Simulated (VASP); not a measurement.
# KF (Fm-3m) in VASP: further runs, part 2 of 2

VASP 6.6.1.

### 3 Relaxation of cell and atoms, PBEsol (20.22 Å³/atom)

This run uses another cell than the first one, of 20.22 Å³/atom.

POSCAR

```
KF
1.0
    0.0000000000      2.7242525196      2.7242525196
    2.7242525196      0.0000000000      2.7242525196
    2.7242525196      2.7242525196      0.0000000000
K F
1 1
Direct
    0.0000000000      0.0000000000      0.0000000000
    0.5000000000      0.5000000000      0.5000000000
```

INCAR.step1

```
SYSTEM = KF
GGA = PS
ISMEAR = 0
SIGMA = 0.03
LWAVE = .False.
LCHARG = .False.
NSW = 80
PREC = Accurate
LASPH = .True.
LREAL = .False.
ALGO = Normal
EDIFF = 1E-7
NELM = 120
GGA_COMPAT = .False.
IBRION = 2
ISIF = 3
EDIFFG = -0.002
NELMIN = 4
ENCUT = 840
EFERMI = MIDGAP
POTIM = 0.5
```

INCAR.step4

```
SYSTEM = KF
GGA = PS
ISMEAR = 0
SIGMA = 0.03
LWAVE = .False.
LCHARG = .False.
PREC = Accurate
LASPH = .True.
LREAL = .False.
ALGO = Normal
EDIFF = 1E-7
NELM = 120
GGA_COMPAT = .False.
ISIF = 2
ENCUT = 840
EFERMI = MIDGAP
```

KPOINTS

```
Automatic mesh
0
Gamma
  9 9 9
  0 0 0
```

Potentials or basis: VASP PAW PBE potentials, release 64 (K_sv, F).

Launch:

```
$ cat potpaw_PBE.64/K_sv/POTCAR potpaw_PBE.64/F/POTCAR > POTCAR
$ cp INCAR.step1 INCAR
$ cp POSCAR.step1 POSCAR
$ mpirun -np 1 vasp_std > vasp.out
$ cp CONTCAR POSCAR
$ mpirun -np 1 vasp_std > vasp.out
$ cp CONTCAR POSCAR
$ mpirun -np 1 vasp_std > vasp.out
$ cp CONTCAR POSCAR
$ cp INCAR.step4 INCAR
$ mpirun -np 1 vasp_std > vasp.out
```

OUTCAR:

```text
SYSTEM = KF
   GGA = PS
   ISMEAR = 0
   PREC = Accurate
   LASPH = .True.
   LREAL = .False.
   EDIFF = 1E-7
   NELM = 120
   ISIF = 2
   ENCUT = 840
   EFERMI = MIDGAP

 ion  position               nearest neighbor table
   1  0.000  0.000  0.000-   2 2.66   2 2.66   2 2.66   2 2.66   2 2.66   2 2.66
   2  0.500  0.500  0.500-   1 2.66   1 2.66   1 2.66   1 2.66   1 2.66   1 2.66

  LATTYP: Found a face centered cubic cell.
 ALAT       =     5.3171967267

  Lattice vectors:

 A1 = (   0.0000000000,   2.6585983633,   2.6585983633)
 A2 = (   2.6585983633,   0.0000000000,   2.6585983633)
 A3 = (   2.6585983633,   2.6585983633,   0.0000000000)

Analysis of symmetry for initial positions (statically):
=====================================================================
 Subroutine PRICEL returns:
 Original cell was already a primitive cell.

 Routine SETGRP: Setting up the symmetry group for a
 face centered cubic supercell.

 Subroutine GETGRP returns: Found 48 space group operations
 (whereof 48 operations were pure point group operations)
 out of a pool of 48 trial point group operations.

The static configuration has the point symmetry O_h .

Analysis of symmetry for dynamics (positions and initial velocities):
=====================================================================
 Subroutine PRICEL returns:
 Original cell was already a primitive cell.

 Routine SETGRP: Setting up the symmetry group for a
 face centered cubic supercell.

 Subroutine GETGRP returns: Found 48 space group operations
 (whereof 48 operations were pure point group operations)
 out of a pool of 48 trial point group operations.

The dynamic configuration has the point symmetry O_h .

 Subroutine INISYM returns: Found 48 space group operations
 (whereof 48 operations are pure point group operations),
 and found     1 'primitive' translations

----------------------------------------------------------------------------------------

[... 125 lines left out ...]

   CSHIFT  =0.1000    complex shift for real part using Kramers Kronig

   OMEGAMAX=  -1.0    maximum frequency
 non-spin polarized calculation
 Gauss-broadening in eV      SIGMA  =   0.03
  energy-cutoff  :      840.00
  volume of cell :       37.58
 maximum number of plane-waves:      2098
   NGX = 17   NGY = 17   NGZ = 17

 number of electron      15.9999998 magnetization

 Free energy of the ion-electron system (eV)
  ---------------------------------------------------
  ext. energy  EPLUGINS =         0.00000000
  ---------------------------------------------------
  free energy    TOTEN  =        -8.52383806 eV

  energy without entropy =       -8.52383806  energy(sigma->0) =       -8.52383806

 E-fermi :   0.1805     XC(G=0):  -8.6801

 val. band max:       -2.8742183316   @ k =   0.0000   0.0000   0.0000
 cond. band min:       3.2352568482   @ k =   0.0000   0.0000   0.0000
 fundamental gap:      6.1094751798
 Fermi energy:         0.1805192583

 k-point     1 :       0.0000    0.0000    0.0000
  band No.  band energies     occupation
      1     -28.7930      2.00000
      2     -21.4083      2.00000
      3     -12.0936      2.00000
      4     -12.0936      2.00000
      5     -12.0936      2.00000
      6      -2.8742      2.00000
      7      -2.8742      2.00000
      8      -2.8742      2.00000
      9       3.2353      0.00000
     10       7.8050      0.00000
     11       7.8050      0.00000
     12       7.8050      0.00000
[... 331 lines left out ...]
 k-point    24 :       0.4444    0.4444    0.0000
  band No.  band energies     occupation
      1     -28.6683      2.00000
      2     -21.4321      2.00000
      3     -12.6647      2.00000
      4     -12.3147      2.00000
      5     -12.3147      2.00000
      6      -3.1167      2.00000
      7      -2.9279      2.00000
      8      -2.9279      2.00000
      9       5.2899      0.00000
     10       7.2261      0.00000
     11       9.0092      0.00000
     12      10.7622      0.00000

 [... further k-points ...]

------------------------ aborting loop because EDIFF is reached ----------------------------------------

  FORCE on cell =-STRESS in cart. coord.  units (eV):
  Direction    XX          YY          ZZ          XY          YZ          ZX
  --------------------------------------------------------------------------------------
  -------------------------------------------------------------------------------------
  Total       -0.0026451     -0.0026451     -0.0026451      0.0000000      0.0000000      0.0000000
  in kB       -0.1127629     -0.1127629     -0.1127629      0.0000000      0.0000000      0.0000000
  external PRESSURE =      -0.1127629 kB  Pullay stress =       0.0000000 kB

 VOLUME and BASIS-vectors are now :
 -----------------------------------------------------------------------------
  energy-cutoff  :      840.00
  volume of cell :       37.58
      direct lattice vectors                 reciprocal lattice vectors
     0.000000000  2.658598363  2.658598363    -0.188069024  0.188069024  0.188069024
     2.658598363  0.000000000  2.658598363     0.188069024 -0.188069024  0.188069024
     2.658598363  2.658598363  0.000000000     0.188069024  0.188069024 -0.188069024

 POSITION                                       TOTAL-FORCE (eV/Angst)
 -----------------------------------------------------------------------------------
      0.00000      0.00000      0.00000        -0.000000      0.000000      0.000000
      2.65860      2.65860      2.65860         0.000000     -0.000000     -0.000000
 -----------------------------------------------------------------------------------
    total drift:                                0.000000      0.000000      0.000000

  FREE ENERGIE OF THE ION-ELECTRON SYSTEM (eV)
  ---------------------------------------------------
  free  energy   TOTEN  =        -8.5238380608 eV

  energy  without entropy=       -8.5238380608  energy(sigma->0) =       -8.52383806
```

OUTCAR.step2:

```text
SYSTEM = KF
   GGA = PS
   ISMEAR = 0
   NSW = 80
   PREC = Accurate
   LASPH = .True.
   LREAL = .False.
[... 640 lines left out ...]
      2.65860      5.31720      2.65860        -0.000000      0.000000      0.000000
      2.65860      2.65860      2.65860         0.000000     -0.000000     -0.000000
 -----------------------------------------------------------------------------------
    total drift:                                0.000000      0.000000      0.000000

  FREE ENERGIE OF THE ION-ELECTRON SYSTEM (eV)
  ---------------------------------------------------
  free  energy   TOTEN  =        -8.5238415985 eV

  energy  without entropy=       -8.5238415985  energy(sigma->0) =       -8.52384160

 reached required accuracy - stopping structural energy minimisation
```

It took 2.1 min on 1 thread of Intel Xeon Platinum 8488C (Sapphire Rapids), shared host; peak memory 0.22 GiB.

What came out:

- Free energy: -8.5238 eV
- Relaxed volume: 18.79 Å³/atom
- Relaxed cell: a = 3.760 Å, b = 3.760 Å, c = 3.760 Å, α = 60.00°, β = 60.00°, γ = 60.00°
- Space group after relaxing (to 0.1 Å): Fm-3m (No. 225)
- Energy gained by relaxing: 9.3 meV/atom
- Ionic steps: 7
- Pressure after relaxing: 0.0 GPa
- Band gap on the k mesh: 6.11 eV

The path:
```csv
step,energy change (eV),largest force (eV/Å),pressure (GPa),volume (Å³)
1,0.0000,0.0000,-2.04,40.44
2,-0.0146,0.0000,-1.08,38.95
3,-0.0193,0.0000,-0.07,37.68
4,-0.0193,0.0000,0.00,37.60
5,-0.0185,0.0000,-0.03,37.60
6,-0.0185,0.0000,-0.01,37.58
7,-0.0185,0.0000,-0.01,37.58
```

Final structure:
```
K F
1.0
     0.00000    2.65860    2.65860
     2.65860    0.00000    2.65860
     2.65860    2.65860    0.00000
K F
1 1
Cartesian
  0.0000 0.0000 0.0000
  2.6586 2.6586 2.6586
```

Levels at points of the mesh, in eV from the valence-band top:
```csv
k point,band 5,band 6,band 7,band 8,band 9,band 10,band 11,band 12
"(0.00, 0.00, 0.00)",-9.22,0.00,0.00,0.00,6.11,10.68,10.68,10.68
```

Caveat: the PAW data sets were made with another functional, which shifts forces and pressure a little; an odd mesh through Γ misses points on the zone boundary, where band edges can lie.
